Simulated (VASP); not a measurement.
Wanted: the native input for a VASP 6.6.1 run.

```
Task                   : single point
Functional             : LDA
Potentials or basis    : VASP PAW LDA potentials, release 64 (B, N)
Cutoff                 : 600 eV
k mesh                 : 12 × 12 × 12
Occupations            : gaussian, width 0.05 eV
Spin                   : no spin polarisation
Dipole correction      : no
Further INCAR settings : ALGO = Normal; EDIFF = 1e-06; NBANDS = 11
```

The structure of BN lies in POSCAR:

```
BN
1.0
    0.0000000000      1.6699677226      1.6699677226
    1.6699677226      0.0000000000      1.6699677226
    1.7631519215      1.7631519215     -0.0931841989
B N
1 1
Direct
    0.0000000000      0.0000000000      0.0000000000
    0.7500000000      0.7500000000      0.7500000000
```

These files were run (other wordings do the same):

INCAR

```
PREC = Accurate
ENCUT = 600
EDIFF = 1E-6
ISMEAR = 0
SIGMA = 0.05
LREAL = False
LASPH = True
NELM = 120
ALGO = Normal
ISIF = 2
LWAVE = False
LCHARG = False
GGA = CA
NBANDS = 11
GGA_COMPAT = False
```

KPOINTS

```
regular mesh
0
Gamma
  12 12 12
```

Potentials or basis: VASP PAW LDA potentials, release 64 (B, N).

The run is started by

```bash
$ cat potpaw_LDA.64/B/POTCAR potpaw_LDA.64/N/POTCAR > POTCAR
$ mpirun -np 1 vasp_std > vasp.out
```

Results of the run:

| Quantity | Value |
| --- | --- |
| Pressure | 70.4 GPa |
| Largest force | 0.593 eV/Å |
| Band gap on the k mesh | 4.15 eV (least direct gap 6.95 eV) |

Caveat: the cell stands under pressure.

It took 16 s on 1 thread of AMD EPYC 7R13, with other jobs on the host, peak memory 0.13 GiB.
